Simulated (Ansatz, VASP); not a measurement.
**Zn in VASP and in Ansatz**

```
CELL_PARAMETERS angstrom
0.00000 2.12143 2.12143
2.12143 0.00000 2.12143
2.12143 2.12143 0.00000
ATOMIC_POSITIONS crystal
Zn 0.00000 0.00000 0.00000
```

Alike in both runs: task single point; functional PBE; k mesh 18 × 18 × 18; occupations gaussian, width 0.1 eV; no spin polarisation.

|  | VASP | Ansatz |
| --- | --- | --- |
| version | VASP 6.6.1 | Ansatz 0.2.0 |
| potentials or method | VASP PAW PBE potentials, release 64 (Zn), cutoff 500 eV | scalar-relativistic, plane waves, PAW |
| valence electrons in the cell | 12 | 12 |

```tsv
	VASP	Ansatz	Ansatz less VASP
gap on the k mesh at the Fermi level (eV)	none	none	-
pressure (GPa)	-8.4	-8.5	-0.09
```

A gap of «none» marks a metal or a gap that the smearing closes.
